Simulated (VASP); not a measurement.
BaTiO3 (Barioperovskite): single point with PBEsol

The system is BaTiO3 (Barioperovskite).

```
CELL_PARAMETERS angstrom
3.93164 0.00000 0.00000
0.00000 2.79856 2.80670
0.00000 -2.79856 2.80670
ATOMIC_POSITIONS crystal
Ba 0.00000 0.00000 0.00000
Ti 0.50000 0.51240 0.51240
O 0.00000 0.48740 0.48740
O 0.50000 0.50524 0.99184
O 0.50000 0.99184 0.50524
```

* Program: VASP 6.6.1
* Task: single point
* Functional: PBEsol
* Potentials or basis: VASP PAW PBE potentials, release 64 (Ba_sv, Ti_sv, O_h)
* Cutoff: 910 eV
* k mesh: 6 × 6 × 6
* Occupations: gaussian, width 0.01 eV
* Spin: no spin polarisation
* Dipole correction: no
* Second run: hard_potentials
* Further INCAR settings: ALGO = Normal; EDIFF = 1e-06; NBANDS = 28

```yaml
Pressure: 5.0 GPa
Largest_force: 0.221 eV/Å
Band_gap_on_the_k_mesh: 1.89 eV, indirect (least direct gap 2.05 eV)
```

Forces on the atoms (eV/Å):
```
Ba   0.000  0.000  0.161
Ti   0.000  0.000 -0.013
O    0.000  0.000  0.200
O    0.000 -0.137 -0.174
O    0.000  0.137 -0.174
```

Stress tensor (GPa, compression positive):
```
5.15 0.00 0.00
0.00 5.30 0.00
0.00 0.00 4.62
```

Levels at points of the mesh, in eV from the valence-band top:
| k point | band 17 | band 18 | band 19 | band 20 | band 21 | band 22 | band 23 | band 24 |
| --- | --- | --- | --- | --- | --- | --- | --- | --- |
| (0.00, 0.00, 0.00) | -1.18 | -0.33 | -0.21 | -0.16 | 1.89 | 1.95 | 2.13 | 4.33 |
| (0.50, 0.00, 0.00) | -1.89 | -1.80 | -0.83 | -0.78 | 2.12 | 3.72 | 3.81 | 4.32 |
| (0.00, 0.50, 0.00) | -1.91 | -1.77 | -0.83 | -0.75 | 2.17 | 3.75 | 3.78 | 4.37 |
| (0.50, 0.50, 0.00) | -1.71 | -0.87 | -0.86 | -0.09 | 3.77 | 3.79 | 4.18 | 5.12 |
| (0.00, 0.50, 0.50) | -1.66 | -0.89 | -0.85 | -0.15 | 3.75 | 3.82 | 4.17 | 5.26 |
| (0.50, 0.50, 0.50) | -2.38 | -0.05 | -0.01 | 0.00 | 4.42 | 4.47 | 4.48 | 6.73 |

Run time: 89 s on 1 thread of Intel(R) Xeon(R) 6975P-C (Granite Rapids), on a shared host, peak memory 0.37 GiB.

Caveat: the cutoff is under 1.25 times the usual one of these potentials, so pressure, stress and relaxed cells hold a basis-set (Pulay) error; the PAW data sets were made with another functional, which shifts forces and pressure a little; spin-orbit coupling is left out, which moves the levels of the heavy elements. A k mesh can miss the band edges.
